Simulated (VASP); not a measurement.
A run of VASP 6.6.1 is set up as follows.

INCAR

```
SYSTEM = GaSb
ALGO = Normal ; EDIFF = 1E-7
ENCUT = 520 ; GGA = CA
ISIF = 2 ; ISMEAR = 0
LASPH = .TRUE. ; LCHARG = .FALSE.
LREAL = .FALSE. ; LWAVE = .FALSE.
NBANDS = 16 ; NELM = 60
PREC = Accurate ; SIGMA = 0.15
```

The input KPOINTS:

```
k-points
0
G
  16 16 16
  0 0 0
```

The input POSCAR:

```
GaSb
1.0
   -2.8158500000      2.8158500000      1.6002000000
    2.8158500000     -2.8158500000      1.6002000000
    2.8158500000      2.8158500000     -1.6002000000
Ga Sb
1 1
Direct
    0.2500000000      0.7500000000      0.5000000000
    0.0000000000      0.0000000000      0.0000000000
```

Potentials or basis: VASP PAW LDA potentials, release 64 (Ga_d, Sb).

Run with:

```bash
$ cat potpaw_LDA.64/Ga_d/POTCAR potpaw_LDA.64/Sb/POTCAR > POTCAR
$ mpirun -np 1 vasp_std > vasp.out
```

Q: Predict the band gap on the k mesh.

A: Zero (bands 9 and 10 overlap by 4.45 eV).

Q: Predict the pressure.

A: -6.1 GPa.

Stress tensor (GPa, compression positive):
```
-6.42  0.00  0.00
 0.00 -6.42  0.00
 0.00  0.00 -5.60
```

Caveat: the cell stands under tension; spin-orbit coupling is left out, which moves the levels of the heavy elements.
